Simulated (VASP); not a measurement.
Te, 3 atoms in the cell. It takes space group P6/mmm (No. 191, hexagonal). Conventional cell: a = 6.028 Å, b = 6.028 Å, c = 3.695 Å, α = 90.00°, β = 90.00°, γ = 120.00°. Te (site symmetry 6/mmm) has 14 Te at 3.70 to 3.94 Å within 4.9 Å. Te (site symmetry -6m2) has 11 Te at 3.48 to 3.94 Å within 4.6 Å. This isn't the form of Te at room conditions, which is trigonal, of chains.

| Item | Value |
| --- | --- |
| Program | VASP 6.6.1 |
| Task | relaxation of cell and atoms |
| Functional | r2SCAN |
| Potentials or basis | VASP PAW PBE potentials, release 64 (Te) |
| Cutoff | 600 eV |
| k mesh | 3 × 3 × 6 |
| Occupations | gaussian, width 0.1 eV |
| Spin | no spin polarisation |
| Dipole correction | no |
| Further INCAR settings | ALGO = Normal; EDIFF = 1e-06; IBRION = 2; EDIFFG = -0.04; NSW = 90; ISIF = 3 |

Potentials or basis: VASP PAW PBE potentials, release 64 (Te).

Launch:

```bash
$ cat potpaw_PBE.64/Te/POTCAR > POTCAR
$ cp INCAR.step1 INCAR
$ mpirun -np 1 vasp_std > vasp.out
$ cp INCAR.step2 INCAR
$ mpirun -np 1 vasp_std > vasp.out
```

Hardware: 1 thread of Intel(R) Xeon(R) 6975P-C (Granite Rapids), with other jobs on the host.

Q: How long does it take, and how much memory?

A: Run time: 6.3 min on 1 thread of Intel(R) Xeon(R) 6975P-C (Granite Rapids), with other jobs on the host, peak memory 0.27 GiB. Counts: k points 12, ion steps 12.
